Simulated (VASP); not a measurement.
Input of a VASP 6.6.1 run:

The input INCAR:

```
  ALGO = Normal
  EDIFF = 1E-6
  ENCUT = 520
  GGA = CA
  ISIF = 2
  ISMEAR = -1
  LASPH = T
  LCHARG = F
  LREAL = F
  LWAVE = F
  NBANDS = 17
  NELM = 60
  PREC = Accurate
  SIGMA = 0.05
```

KPOINTS

```
k-points
0
Gamma
  9 9 9
```

POSCAR

```
ScIr
1.0
    3.2060000000      0.0000000000      0.0000000000
    0.0000000000      3.2060000000      0.0000000000
    0.0000000000      0.0000000000      3.2060000000
Sc Ir
1 1
Direct
    0.5000000000      0.5000000000      0.5000000000
    0.0000000000      0.0000000000      0.0000000000
```

Potentials or basis: VASP PAW LDA potentials, release 64 (Sc_sv, Ir).

Command:

```bash
$ cat potpaw_LDA.64/Sc_sv/POTCAR potpaw_LDA.64/Ir/POTCAR > POTCAR
$ mpirun -np 1 vasp_std > vasp.out
```

Problem. Predict the pressure.

Solution. -6.6 GPa.

Problem. Predict the band gap on the k mesh.

Solution. 0.39 eV (least direct gap 1.28 eV).

Caveat: the cell stands under tension; spin-orbit coupling is left out, which moves the levels of the heavy elements; an odd mesh through Γ misses points on the zone boundary, where band edges can lie.
